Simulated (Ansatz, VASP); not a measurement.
HfO2 in VASP and in Ansatz

```
CELL_PARAMETERS angstrom
-0.05115 2.53193 2.53193
2.53193 -0.05115 2.53193
2.53193 2.53193 -0.05115
ATOMIC_POSITIONS crystal
Hf 0.00000 0.00000 0.00000
O 0.25000 0.25000 0.25000
O 0.75000 0.75000 0.75000
```

Change from the starting cell: equal xy, yz and zx shear strains of -2 %.

Alike in both runs: task single point; functional PBE; k mesh 9 × 9 × 9; occupations fermi-dirac, width 0.01 eV; no spin polarisation.

|  | VASP | Ansatz |
| --- | --- | --- |
| version | VASP 6.6.1 | Ansatz 0.2.0 |
| potentials or method | VASP PAW PBE potentials, release 64 (Hf_pv, O), cutoff 520 eV | all-electron LAPW, scalar-relativistic |

```tsv
	VASP	Ansatz	Ansatz less VASP
gap on the k mesh at the Fermi level (eV)	3.84	3.83	-0.015
pressure (GPa)	-5.6	-2.1	+3.53
traceless stress, the component that is largest in VASP (GPa)	1.75	1.85	+0.096
rms of the force components (eV/Å)	0.106	0.116	+0.0102
```

Atom by atom the forces differ by 0.010 eV/Å (rms over components). Ansatz ran all-electron here, and VASP with PAW potentials.

Spin-orbit coupling is off throughout.
